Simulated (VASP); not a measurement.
## Sb: single point with PBEsol

Sb:

```
Sb
1.0
    -1.58967    1.58967    2.60314
     1.58967   -1.58967    2.60314
     1.58967    1.58967   -2.60314
Sb
1
Direct
  0.00000 0.00000 0.00000
```

- Program: VASP 6.6.1
- Task: single point
- Functional: PBEsol
- Potentials or basis: VASP PAW PBE potentials, release 64 (Sb)
- Cutoff: 520 eV
- k mesh: 12 × 12 × 12
- Occupations: fermi-dirac, width 0.05 eV
- Spin: no spin polarisation

The pressure is 0.0 GPa.

Levels at points of the mesh, in eV from the Fermi level:
```csv
k point,band 1,band 2,band 3,band 4,band 5,band 6,band 7
"(0.00, 0.00, 0.00)",-13.13,5.19,5.55,5.55,9.60,10.49,10.59
"(0.50, 0.00, 0.00)",-9.20,-5.97,2.32,5.05,6.75,9.93,10.16
"(0.50, 0.50, 0.00)",-6.85,-4.65,-0.71,0.49,3.59,4.35,16.62
"(0.50, 0.50, 0.50)",-8.88,-5.69,1.69,1.69,5.58,5.62,18.23
```

Wall time 27 s on 1 thread of Intel(R) Xeon(R) Platinum 8375C CPU @ 2.90GHz (Ice Lake) (shared host), peak memory 0.17 GiB.

Caveat: the PAW data sets were made with another functional, which shifts forces and pressure a little; spin-orbit coupling is left out, which moves the levels of the heavy elements.
